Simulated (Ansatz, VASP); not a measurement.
**SbO4 in VASP and in Ansatz**

INCAR

```
PREC = Accurate ; ENCUT = 600
EDIFF = 1E-6 ; ISMEAR = 0
SIGMA = 0.1 ; LREAL = False
LASPH = True ; NELM = 60
ALGO = Normal ; ISIF = 3
LWAVE = False ; LCHARG = False
GGA = PE ; IBRION = 2
NSW = 100 ; EDIFFG = -0.01
```

KPOINTS

```
Automatic mesh
0
Gamma
  12 12 4
```

POSCAR

```
SbO4
1.0
    3.1597937590      0.0000000000      0.0000000000
   -1.5798968795      2.7364616660      0.0000000000
    0.0000000000      0.0000000000      9.3907136087
Sb O
1 4
Direct
    0.0000000000      0.0000000000      0.5000000000
    0.0000000000      0.0000000000      0.3034084076
    0.0000000000      0.0000000000      0.6965915924
    0.3333333333      0.6666666667      0.0000000000
    0.6666666667      0.3333333333      0.0000000000
```

Input for Ansatz:

```yaml
crystal:
  lattice:
    - [3.159793759, 0.0, 0.0]
    - [-1.5798968795, 2.736461666, 0.0]
    - [0.0, 0.0, 9.3907136087]
  atoms:
    - { symbol: Sb, position: [0.0, 0.0, 0.5] }
    - { symbol: O, position: [0.0, 0.0, 0.3034084076] }
    - { symbol: O, position: [0.0, 0.0, 0.6965915924] }
    - { symbol: O, position: [0.3333333333, 0.6666666667, 0.0] }
    - { symbol: O, position: [0.6666666667, 0.3333333333, 0.0] }
basis:
  ecutwfc: 420
kpoints:
  mp_grid: { grid: [12, 12, 4] }
hamiltonian:
  xc: pbe
scf:
  occupations: { method: gaussian, width: 0.1 }
output:
  forces: true
  stress: true
  eigenvalues: true
relax:
  adjacent_minimum: "off"
  f_tol: 0.01
  max_steps: 80
  cell: { stress_tol: 0.05 }
```

Alike in both runs: task relaxation of cell and atoms; functional PBE; k mesh 12 × 12 × 4; occupations gaussian, width 0.1 eV; no spin polarisation.

|  | VASP | Ansatz |
| --- | --- | --- |
| version | VASP 6.6.1 | Ansatz 0.2.0 |
| potentials or method | VASP PAW PBE potentials, release 64 (Sb, O), cutoff 600 eV | scalar-relativistic, plane waves, PAW |
| valence electrons in the cell | 29 | 39 |

Ansatz gave:

```
gap on the k mesh at the Fermi level, each at its own relaxed structure (eV) : none
relaxed volume (Å³/atom)                                                     : 17.33
relaxed cell length with the largest relative difference (Å)                 : 10.027
```

Problem. Estimate VASP's values.

Solution. gap on the k mesh at the Fermi level, each at its own relaxed structure (eV): none; relaxed volume (Å³/atom): 16.77; relaxed cell length with the largest relative difference (Å): 9.736.

A gap of «none» marks a metal or a gap that the smearing closes. VASP's potentials hold 29 valence electrons a cell and Ansatz's 39, so a difference there can come from the potentials and not from the codes.

Neither program's run includes spin-orbit coupling.
